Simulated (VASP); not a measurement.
# Fe (Fmmm) in VASP: single point with LDA

Aim: the single point of Fe with LDA.

Everything below comes from runs of VASP 6.6.1. Logs are shortened: lines on timing, memory, paths and dates and some standing lists are left out, and cuts for length are marked.

**1. The cell of the first run**

Symmetry: Fmmm, No. 69, orthorhombic system. The conventional cell has a = 3.400 Å, b = 3.452 Å, c = 3.710 Å, α = 90.00°, β = 90.00°, γ = 90.00°. Within 3.2 Å of Fe (site symmetry mmm) lie 12 Fe at 2.42 to 2.53 Å.

**2. Single point, LDA, collinear spin, antiferromagnetic start**

Input file INCAR:

```
SYSTEM = Fe
PREC = Accurate
ENCUT = 520
EDIFF = 1E-6
ISMEAR = -1
SIGMA = 0.08
LREAL = .FALSE.
LASPH = .TRUE.
NELM = 150
ALGO = Normal
ISIF = 2
LWAVE = .FALSE.
LCHARG = .FALSE.
ISPIN = 2
MAGMOM = -3 3
LORBIT = 11
LMAXMIX = 4
GGA = CA
NBANDS = 19
```

Input file KPOINTS:

```
Automatic mesh
0
G
  12 12 8
  0 0 0
```

Input file POSCAR:

```
Fe
1.0
    1.7000753688     -1.7262356591      0.0000000000
    1.7000753688      1.7262356591      0.0000000000
    0.0000000000      0.0000000000      3.7097032485
Fe
2
Direct
    0.5000000000      0.5000000000      0.5000000000
    0.0000000000      0.0000000000      0.0000000000
```

Potentials or basis: VASP PAW LDA potentials, release 64 (Fe).

Started as:

```console
$ cat potpaw_LDA.64/Fe/POTCAR > POTCAR
$ mpirun -np 1 vasp_std > vasp.out
```

OUTCAR:

```text
SYSTEM = Fe
   PREC = Accurate
   ENCUT = 520
   EDIFF = 1E-6
   ISMEAR = -1
   LREAL = .FALSE.
   LASPH = .TRUE.
   NELM = 150
   ISIF = 2
   ISPIN = 2
   LORBIT = 11
   GGA = CA

 ion  position               nearest neighbor table
   1  0.500  0.500  0.500-   2 2.52   2 2.52   2 2.52   2 2.52   2 2.53   2 2.53   2 2.53   2 2.53

   2  0.000  0.000  0.000-   1 2.52   1 2.52   1 2.52   1 2.52   1 2.53   1 2.53   1 2.53   1 2.53

  LATTYP: Found a base centered orthorhombic cell.
 ALAT       =     3.4001507376
 B/A-ratio  =     1.0153877239
 C/A-ratio  =     1.0910408199

  Lattice vectors:

 A1 = (   1.7000753688,  -1.7262356591,   0.0000000000)
 A2 = (   1.7000753688,   1.7262356591,   0.0000000000)
 A3 = (   0.0000000000,   0.0000000000,   3.7097032485)

Analysis of symmetry for initial positions (statically):
=====================================================================
 Subroutine PRICEL returns following result:

  LATTYP: Found a face centered orthorhombic cell.
 ALAT       =     3.4001507376
 B/A-ratio  =     1.0153877239
 C/A-ratio  =     1.0910408199
[... 12 lines left out ...]
 Subroutine GETGRP returns: Found  8 space group operations
 (whereof  8 operations were pure point group operations)
 out of a pool of  8 trial point group operations.

The static configuration has the point symmetry D_2h.

Analysis of symmetry for dynamics (positions and initial velocities):
=====================================================================
 Subroutine PRICEL returns following result:

  LATTYP: Found a face centered orthorhombic cell.
 ALAT       =     3.4001507376
 B/A-ratio  =     1.0153877239
 C/A-ratio  =     1.0910408199
[... 12 lines left out ...]
 Subroutine GETGRP returns: Found  8 space group operations
 (whereof  8 operations were pure point group operations)
 out of a pool of  8 trial point group operations.

The dynamic configuration has the point symmetry D_2h.

Analysis of structural, dynamic, and magnetic symmetry:
=====================================================================
 Subroutine PRICEL returns following result:

  LATTYP: Found a face centered orthorhombic cell.
 ALAT       =     3.4001507376
 B/A-ratio  =     1.0153877239
 C/A-ratio  =     1.0910408199
[... 12 lines left out ...]
 Subroutine GETGRP returns: Found  8 space group operations
 (whereof  8 operations were pure point group operations)
 out of a pool of  8 trial point group operations.

The overall configuration has the point symmetry D_2h.

 Subroutine INISYM returns: Found  8 space group operations
[... 116 lines left out ...]
  volume/ion in A,a.u.               =      10.89        73.47
  Fermi-wavevector in a.u.,A,eV,Ry     =   1.477301  2.791694 29.693606  2.182418
  Thomas-Fermi vector in A             =   2.591722
   LORBIT       =     11    0 simple, 1 ext, 2 COOP (PROOUT), +10 PAW based schemes
   GGA     = CA    functional components
   LHFCALC =     F    Hartree Fock is set to
   AEXX    =    0.0000 exact exchange contribution
   IVDW    =     0    specifies the selected vdW correction
   LEPSILON=     F    determine dielectric tensor
   LRPA    =     F    only Hartree local field effects (RPA)
 spin polarized calculation
  energy-cutoff  :      520.00
  volume of cell :       21.77
 maximum number of plane-waves:       605
   NGX =  9   NGY =  9   NGZ = 13

 number of electron      16.0000016 magnetization      -0.0000000

 number of electron      16.0000016 magnetization       0.0000000

 Free energy of the ion-electron system (eV)
  ---------------------------------------------------
  ext. energy  EPLUGINS =         0.00000000
  ---------------------------------------------------
  free energy    TOTEN  =       -18.42123344 eV

  energy without entropy =      -18.36193217  energy(sigma->0) =      -18.39158280

 E-fermi :   6.1699     XC(G=0): -13.6813

 val. band max:        6.1694678086   @ k =  -0.3333   0.2500   0.5000
 cond. band min:       6.1726367954   @ k =  -0.2500   0.0833   0.3750
 fundamental gap:      0.0031689868
 Fermi energy:         6.1699089361

 spin component 1

 k-point     1 :       0.0000    0.0000    0.0000
  band No.  band energies     occupation
      1      -2.4593      1.00000
      2       1.4055      1.00000
      3       2.1432      1.00000
      4       4.2095      1.00000
      5       4.5754      1.00000
      6       4.6644      1.00000
[... 517 lines left out ...]
     18      26.6498      0.00000
     19      31.4200      0.00000

 [... further k-points ...]

 spin component 2

 k-point     1 :       0.0000    0.0000    0.0000
  band No.  band energies     occupation
      1      -2.4593      1.00000
      2       1.4055      1.00000
      3       2.1432      1.00000
      4       4.2095      1.00000
      5       4.5754      1.00000
      6       4.6644      1.00000
[... 517 lines left out ...]
     18      26.6498      0.00000
     19      31.4200      0.00000

 [... further k-points ...]

------------------------ aborting loop because EDIFF is reached ----------------------------------------

  FORCE on cell =-STRESS in cart. coord.  units (eV):
  Direction    XX          YY          ZZ          XY          YZ          ZX
  --------------------------------------------------------------------------------------
  -------------------------------------------------------------------------------------
  Total       -2.8074313     -3.0330139     -3.8320343      0.0000000      0.0000000      0.0000000
  in kB     -206.5771530   -223.1760362   -281.9697680      0.0000000      0.0000000      0.0000000
  external PRESSURE =    -237.2409857 kB  Pullay stress =       0.0000000 kB

 VOLUME and BASIS-vectors are now :
 -----------------------------------------------------------------------------
  energy-cutoff  :      520.00
  volume of cell :       21.77
      direct lattice vectors                 reciprocal lattice vectors
     1.700075369 -1.726235659  0.000000000     0.294104608 -0.289647591  0.000000000
     1.700075369  1.726235659  0.000000000     0.294104608  0.289647591  0.000000000
     0.000000000  0.000000000  3.709703248     0.000000000  0.000000000  0.269563341

 POSITION                                       TOTAL-FORCE (eV/Angst)
 -----------------------------------------------------------------------------------
      1.70008      0.00000      1.85485        -0.000000     -0.000000      0.000000
      0.00000      0.00000      0.00000         0.000000      0.000000      0.000000
 -----------------------------------------------------------------------------------
    total drift:                               -0.000000     -0.000000     -0.000000

  FREE ENERGIE OF THE ION-ELECTRON SYSTEM (eV)
  ---------------------------------------------------
  free  energy   TOTEN  =       -18.4212334435 eV

  energy  without entropy=      -18.3619321658  energy(sigma->0) =      -18.39158280

 total charge

# of ion       s       p       d       tot
------------------------------------------
    1        0.510   0.576   6.278   7.364
    2        0.510   0.576   6.278   7.364
--------------------------------------------------
tot          1.020   1.151  12.556  14.727

 magnetization (x)

# of ion       s       p       d       tot
------------------------------------------
    1       -0.012  -0.029  -1.270  -1.312
    2        0.012   0.029   1.270   1.312
--------------------------------------------------
tot          0.000   0.000   0.000   0.000
```

stdout:

```text
POSCAR found type information on POSCAR Fe
 POSCAR found :  1 types and       2 ions
 scaLAPACK will be used
 LDA part: xc-table for (Slater(with rela. corr.)+CA(PZ))
 , standard interpolation
 POSCAR, INCAR and KPOINTS ok, starting setup
 FFT: planning ... GRIDC
 FFT: planning ... GRID_SOFT
 FFT: planning ... GRID
 WAVECAR not read
 entering main loop
```

It took 2.3 min on 1 thread of AMD EPYC 7R43 (Zen 3), shared host; peak memory 0.18 GiB.

What came out:

```
Free energy                                           : -18.4212 eV
Pressure                                              : -23.7 GPa
Band gap on the k mesh                                : zero (filled and empty bands overlap)
Net moment                                            : 0.00 μB per cell
Site moments                                          : Fe -1.31, +1.31 μB
Valence electrons inside the program's atomic spheres : Fe 7.36
```

Caveat: the cell stands under tension.
